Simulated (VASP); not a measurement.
# BaTe (P6_3/mmc) in VASP: single point with PBE

Aim: the single point of BaTe with PBE.

All numbers are computed with VASP 6.6.1; they aren't measurements. Logs are shortened: lines on timing, memory, paths and dates and some standing lists are left out, and cuts for length are marked.

### 1 The cell of the first run

The structure is hexagonal, space group P6_3/mmc (No. 194). Conventional cell: a = 5.974 Å, b = 5.974 Å, c = 7.002 Å, α = 90.00°, β = 90.00°, γ = 120.00°. Ba (site symmetry -6m2) has 5 Te at 3.45 to 3.50 Å within 4.5 Å. Te (site symmetry -6m2) has 5 Ba at 3.45 to 3.50 Å within 4.5 Å.

### 2 Single point, PBE

Contents of INCAR:

```
PREC = Accurate ; ENCUT = 520
EDIFF = 1E-7 ; ISMEAR = 0
SIGMA = 0.01 ; LREAL = F
LASPH = T ; NELM = 60
ALGO = Normal ; ISIF = 2
LWAVE = F ; LCHARG = F
GGA = PE ; NBANDS = 24
```

Contents of KPOINTS:

```
regular mesh
0
Gamma
  6 6 2
```

Contents of POSCAR:

```
BaTe
1.0
    5.9738371119      0.0000000000      0.0000000000
   -2.9869185559      5.1734946970      0.0000000000
    0.0000000000      0.0000000000      7.0021673338
Ba Te
2 2
Direct
    0.3333333333      0.6666666667      0.2500000000
    0.6666666667      0.3333333333      0.7500000000
    0.6666666667      0.3333333333      0.2500000000
    0.3333333333      0.6666666667      0.7500000000
```

Potentials or basis: VASP PAW PBE potentials, release 64 (Ba_sv, Te).

On the command line:

```console
$ cat potpaw_PBE.64/Ba_sv/POTCAR potpaw_PBE.64/Te/POTCAR > POTCAR
$ mpirun -np 1 vasp_std > vasp.out
```

OUTCAR:

```text
PREC = Accurate
   ENCUT = 520
   EDIFF = 1E-7
   ISMEAR = 0
   LREAL = F
   LASPH = T
   NELM = 60
   ISIF = 2
   GGA = PE

 ion  position               nearest neighbor table
   1  0.333  0.667  0.250-   3 3.45   3 3.45   3 3.45   4 3.50   4 3.50
   2  0.667  0.333  0.750-   4 3.45   4 3.45   4 3.45   3 3.50   3 3.50
   3  0.667  0.333  0.250-   1 3.45   1 3.45   1 3.45   2 3.50   2 3.50
   4  0.333  0.667  0.750-   2 3.45   2 3.45   2 3.45   1 3.50   1 3.50

  LATTYP: Found a hexagonal cell.
 ALAT       =     5.9738371119
 C/A-ratio  =     1.1721389791

  Lattice vectors:

 A1 = (   5.9738371119,   0.0000000000,   0.0000000000)
 A2 = (  -2.9869185559,   5.1734946970,   0.0000000000)
 A3 = (   0.0000000000,   0.0000000000,   7.0021673338)

Analysis of symmetry for initial positions (statically):
=====================================================================
 Subroutine PRICEL returns:
 Original cell was already a primitive cell.

 Routine SETGRP: Setting up the symmetry group for a
 hexagonal supercell.

 Subroutine GETGRP returns: Found 24 space group operations
 (whereof 12 operations were pure point group operations)
 out of a pool of 24 trial point group operations.

The static configuration has the point symmetry D_3d.
 The point group associated with its full space group is D_6h.

Analysis of symmetry for dynamics (positions and initial velocities):
=====================================================================
 Subroutine PRICEL returns:
 Original cell was already a primitive cell.

 Routine SETGRP: Setting up the symmetry group for a
 hexagonal supercell.

 Subroutine GETGRP returns: Found 24 space group operations
 (whereof 12 operations were pure point group operations)
 out of a pool of 24 trial point group operations.

The dynamic configuration has the point symmetry D_3d.
 The point group associated with its full space group is D_6h.

 Subroutine INISYM returns: Found 24 space group operations
 (whereof 12 operations are pure point group operations),
 and found     1 'primitive' translations

----------------------------------------------------------------------------------------

                                     Primitive cell

  volume of cell :     216.4063

  direct lattice vectors                    reciprocal lattice vectors
     5.973837112  0.000000000  0.000000000     0.167396596  0.096646470  0.000000000
    -2.986918556  5.173494697  0.000000000     0.000000000  0.193292940  0.000000000
     0.000000000  0.000000000  7.002167334     0.000000000  0.000000000  0.142812925

  length of vectors
     5.973837112  5.973837112  7.002167334     0.193292940  0.193292940  0.142812925

  position of ions in fractional coordinates (direct lattice)
     0.333333333  0.666666667  0.250000000
     0.666666667  0.333333333  0.750000000
     0.666666667  0.333333333  0.250000000
     0.333333333  0.666666667  0.750000000

  ion indices of the primitive-cell ions
   primitive index   ion index
                 1           1
                 2           2
                 3           3
                 4           4

----------------------------------------------------------------------------------------

 KPOINTS: regular mesh

Automatic generation of k-mesh.
 Grid dimensions read from file:
 generate k-points for:    6    6    2

 Generating k-lattice:

  Cartesian coordinates                     Fractional coordinates (reciprocal lattice)
     0.027899433  0.016107745  0.000000000     0.166666667  0.000000000  0.000000000
     0.000000000  0.032215490  0.000000000     0.000000000  0.166666667  0.000000000
     0.000000000  0.000000000  0.071406463     0.000000000  0.000000000  0.500000000

  Length of vectors
     0.032215490  0.032215490  0.071406463

  Shift w.r.t. Gamma in fractional coordinates (k-lattice)
     0.000000000  0.000000000  0.000000000

 Subroutine IBZKPT returns following result:
 ===========================================

 Found     14 irreducible k-points:

 Following reciprocal coordinates:
            Coordinates               Weight
  0.000000  0.000000  0.000000      1.000000
  0.166667  0.000000  0.000000      6.000000
  0.333333  0.000000  0.000000      6.000000
  0.500000  0.000000  0.000000      3.000000
  0.166667  0.166667  0.000000      6.000000
  0.333333  0.166667  0.000000     12.000000
  0.333333  0.333333  0.000000      2.000000
  0.000000  0.000000  0.500000      1.000000
  0.166667  0.000000  0.500000      6.000000
  0.333333  0.000000  0.500000      6.000000
  0.500000  0.000000  0.500000      3.000000
  0.166667  0.166667  0.500000      6.000000
  0.333333  0.166667  0.500000     12.000000
  0.333333  0.333333  0.500000      2.000000
   k-points           NKPTS =     14   k-points in BZ     NKDIM =     14   number of bands    NBANDS=     24
   number of dos      NEDOS =    301   number of ions     NIONS =      4
   total plane-waves  NPLWV = 124416
   dimension x,y,z NGX =    48 NGY =   48 NGZ =   54
   dimension x,y,z NGXF=    96 NGYF=   96 NGZF=  108
   ions per type =               2   2
   NGX,Y,Z   is equivalent  to a cutoff of  13.36, 13.36, 12.82 a.u.
   NGXF,Y,Z  is equivalent  to a cutoff of  26.72, 26.72, 25.64 a.u.
 SYSTEM =  unknown system
   PREC   = accura    normal or accurate (medium, high low for compatibility)
   ISTART =      0    job   : 0-new  1-cont  2-samecut
   ICHARG =      2    charge: 1-file 2-atom 10-const
   ISPIN  =      1    spin polarized calculation?
   LNONCOLLINEAR =      F non collinear calculations
   LSORBIT =      F    spin-orbit coupling
   LASPH  =      T    aspherical Exc in radial PAW
   ENCUT  =  520.0 eV  38.22 Ry    6.18 a.u.  11.11 11.11 13.02*2*pi/ulx,y,z
   NELM   =     60;   NELMIN=  2; NELMDL= -5     # of ELM steps
   EDIFF  = 0.1E-06   stopping-criterion for ELM
   LREAL  =      F    real-space projection
   EDIFFG = 0.1E-05   stopping-criterion for IOM
   NSW    =      0    number of steps for IOM
   IBRION =     -1    ionic relax: 0-MD 1-quasi-New 2-CG
   NFREE  =      0    steps in history (QN), initial steepest desc. (CG)
   ISIF   =      2    stress and relaxation
   ISYM   =      2    0-nonsym 1-usesym 2-fastsym
   POTIM  = 0.5000    time-step for ionic-motion
   TEBEG  =    0.0;   TEEND  =   0.0 temperature during run
   PSTRESS=    0.0 pullay stress
   NELECT =      32.0000    total number of electrons
   NUPDOWN=      -1.0000    fix difference up-down
   EMIN   =  10.00;   EMAX   =-10.00  energy-range for DOS
   EFERMI =   0.00;   METHOD = LEGACY
   ISMEAR =     0;   SIGMA  =   0.01  broadening in eV -4-tet -1-fermi 0-gaus
   EFERMI_NEDOS =   21; number of points for ismear=-14 and -15
   IALGO  =     38    algorithm
   IMIX   =      4    mixing-type and parameters
     AMIX     =   0.40;   BMIX     =  1.00
     AMIX_MAG =   1.60;   BMIX_MAG =  1.00
  volume/ion in A,a.u.               =      54.10       365.10
  Fermi-wavevector in a.u.,A,eV,Ry     =   0.865702  1.635939 10.196739  0.749439
  Thomas-Fermi vector in A             =   1.983983
   LORBIT       =      0    0 simple, 1 ext, 2 COOP (PROOUT), +10 PAW based schemes
   GGA     = PE    functional components
   LHFCALC =     F    Hartree Fock is set to
   AEXX    =    0.0000 exact exchange contribution
   IVDW    =     0    specifies the selected vdW correction
   LEPSILON=     F    determine dielectric tensor
   LRPA    =     F    only Hartree local field effects (RPA)
 non-spin polarized calculation
 Gauss-broadening in eV      SIGMA  =   0.01
  energy-cutoff  :      520.00
  volume of cell :      216.41
 maximum number of plane-waves:      5894
 NGX is ok and might be reduce to    48
   NGX = 23   NGY = 23   NGZ = 27

 number of electron      32.0000001 magnetization

 Free energy of the ion-electron system (eV)
  ---------------------------------------------------
  ext. energy  EPLUGINS =         0.00000000
  ---------------------------------------------------
  free energy    TOTEN  =       -16.69732463 eV

  energy without entropy =      -16.69732463  energy(sigma->0) =      -16.69732463

 E-fermi :   1.1155     XC(G=0):  -7.0797

 val. band max:        1.0217779879   @ k =   0.0000   0.0000   0.0000
 cond. band min:       2.8983157485   @ k =   0.3333   0.3333   0.0000
 fundamental gap:      1.8765377606
 Fermi energy:         1.1154979557

 k-point     1 :       0.0000    0.0000    0.0000
  band No.  band energies     occupation
      1     -26.2654      2.00000
      2     -26.2512      2.00000
      3     -11.5620      2.00000
      4     -11.5148      2.00000
      5     -11.5148      2.00000
      6     -11.4497      2.00000
[... 16 lines left out ...]
     23       5.5225      0.00000
     24       6.3237      0.00000

 k-point     2 :       0.1667    0.0000    0.0000
  band No.  band energies     occupation
      1     -26.2643      2.00000
      2     -26.2518      2.00000
      3     -11.5516      2.00000
      4     -11.5392      2.00000
      5     -11.5202      2.00000
      6     -11.4807      2.00000
[... 16 lines left out ...]
     23       5.7350      0.00000
     24       5.7485      0.00000

 k-point     3 :       0.3333    0.0000    0.0000
  band No.  band energies     occupation
      1     -26.2617      2.00000
      2     -26.2535      2.00000
      3     -11.5861      2.00000
      4     -11.5402      2.00000
      5     -11.5305      2.00000
      6     -11.5252      2.00000
[... 16 lines left out ...]
     23       5.4373      0.00000
     24       5.6813      0.00000

 k-point     4 :       0.5000    0.0000    0.0000
  band No.  band energies     occupation
      1     -26.2597      2.00000
      2     -26.2550      2.00000
      3     -11.6087      2.00000
      4     -11.5688      2.00000
      5     -11.5354      2.00000
      6     -11.5044      2.00000
[... 16 lines left out ...]
     23       5.6135      0.00000
     24       5.8597      0.00000

 k-point     5 :       0.1667    0.1667    0.0000
  band No.  band energies     occupation
      1     -26.2625      2.00000
      2     -26.2530      2.00000
      3     -11.5706      2.00000
      4     -11.5372      2.00000
      5     -11.5329      2.00000
      6     -11.5195      2.00000
[... 16 lines left out ...]
     23       5.4728      0.00000
     24       5.6384      0.00000

 k-point     6 :       0.3333    0.1667    0.0000
  band No.  band energies     occupation
      1     -26.2597      2.00000
      2     -26.2550      2.00000
      3     -11.5994      2.00000
      4     -11.5709      2.00000
      5     -11.5406      2.00000
      6     -11.5044      2.00000
[... 16 lines left out ...]
     23       5.5663      0.00000
     24       5.6449      0.00000

 k-point     7 :       0.3333    0.3333    0.0000
  band No.  band energies     occupation
      1     -26.2573      2.00000
      2     -26.2573      2.00000
      3     -11.5926      2.00000
      4     -11.5926      2.00000
      5     -11.5515      2.00000
      6     -11.4765      2.00000
[... 16 lines left out ...]
     23       5.2200      0.00000
     24       5.6377      0.00000

 k-point     8 :       0.0000    0.0000    0.5000
  band No.  band energies     occupation
      1     -26.2583      2.00000
      2     -26.2583      2.00000
      3     -11.5380      2.00000
      4     -11.5380      2.00000
      5     -11.4818      2.00000
      6     -11.4818      2.00000
[... 16 lines left out ...]
     23       6.3990      0.00000
     24       6.3990      0.00000

 k-point     9 :       0.1667    0.0000    0.5000
  band No.  band energies     occupation
      1     -26.2580      2.00000
      2     -26.2580      2.00000
      3     -11.5953      2.00000
      4     -11.5953      2.00000
      5     -11.4845      2.00000
      6     -11.4845      2.00000
[... 16 lines left out ...]
     23       5.7781      0.00000
     24       5.7781      0.00000

 k-point    10 :       0.3333    0.0000    0.5000
  band No.  band energies     occupation
      1     -26.2576      2.00000
      2     -26.2576      2.00000
      3     -11.6672      2.00000
      4     -11.6672      2.00000
      5     -11.4899      2.00000
      6     -11.4899      2.00000
[... 16 lines left out ...]
     23       5.7325      0.00000
     24       5.7536      0.00000

 k-point    11 :       0.5000    0.0000    0.5000
  band No.  band energies     occupation
      1     -26.2573      2.00000
      2     -26.2573      2.00000
      3     -11.6973      2.00000
      4     -11.6973      2.00000
      5     -11.4926      2.00000
      6     -11.4926      2.00000
[... 16 lines left out ...]
     23       5.4760      0.00000
     24       5.4760      0.00000

 k-point    12 :       0.1667    0.1667    0.5000
  band No.  band energies     occupation
      1     -26.2577      2.00000
      2     -26.2577      2.00000
      3     -11.6503      2.00000
      4     -11.6503      2.00000
      5     -11.4905      2.00000
      6     -11.4905      2.00000
[... 16 lines left out ...]
     23       5.5437      0.00000
     24       5.5437      0.00000

 k-point    13 :       0.3333    0.1667    0.5000
  band No.  band energies     occupation
      1     -26.2573      2.00000
      2     -26.2573      2.00000
      3     -11.6949      2.00000
      4     -11.6949      2.00000
      5     -11.4973      2.00000
      6     -11.4973      2.00000
[... 16 lines left out ...]
     23       5.7231      0.00000
     24       5.7231      0.00000

 k-point    14 :       0.3333    0.3333    0.5000
  band No.  band energies     occupation
      1     -26.2572      2.00000
      2     -26.2572      2.00000
      3     -11.7065      2.00000
      4     -11.7065      2.00000
      5     -11.5033      2.00000
      6     -11.5033      2.00000
[... 16 lines left out ...]
     23       5.8879      0.00000
     24       5.8879      0.00000

------------------------ aborting loop because EDIFF is reached ----------------------------------------

  FORCE on cell =-STRESS in cart. coord.  units (eV):
  Direction    XX          YY          ZZ          XY          YZ          ZX
  --------------------------------------------------------------------------------------
  -------------------------------------------------------------------------------------
  Total        0.2086137      0.2086137      1.0824381      0.0000000      0.0000000     -0.0000000
  in kB        1.5444848      1.5444848      8.0138977      0.0000000      0.0000000     -0.0000000
  external PRESSURE =       3.7009557 kB  Pullay stress =       0.0000000 kB

 VOLUME and BASIS-vectors are now :
 -----------------------------------------------------------------------------
  energy-cutoff  :      520.00
  volume of cell :      216.41
      direct lattice vectors                 reciprocal lattice vectors
     5.973837112  0.000000000  0.000000000     0.167396596  0.096646470  0.000000000
    -2.986918556  5.173494697  0.000000000     0.000000000  0.193292940  0.000000000
     0.000000000  0.000000000  7.002167334     0.000000000  0.000000000  0.142812925

 POSITION                                       TOTAL-FORCE (eV/Angst)
 -----------------------------------------------------------------------------------
     -0.00000      3.44900      1.75054         0.000000      0.000000      0.000000
      2.98692      1.72450      5.25163        -0.000000      0.000000      0.000000
      2.98692      1.72450      1.75054        -0.000000      0.000000      0.000000
     -0.00000      3.44900      5.25163         0.000000     -0.000000      0.000000
 -----------------------------------------------------------------------------------
    total drift:                               -0.000000      0.000000     -0.000000

  FREE ENERGIE OF THE ION-ELECTRON SYSTEM (eV)
  ---------------------------------------------------
  free  energy   TOTEN  =       -16.6973246254 eV

  energy  without entropy=      -16.6973246254  energy(sigma->0) =      -16.69732463
```

Wall time 1.9 min (1 thread of Intel Xeon 8259CL, shared host); peak memory 0.38 GiB.

What came out:

| Item | Value |
| --- | --- |
| Free energy | -16.6973 eV |
| Pressure | 0.4 GPa |
| Band gap on the k mesh | 1.88 eV (least direct gap 2.16 eV) |

Caveat: the k points lie up to 0.45 Å⁻¹ apart; spin-orbit coupling is left out, which moves the levels of the heavy elements.
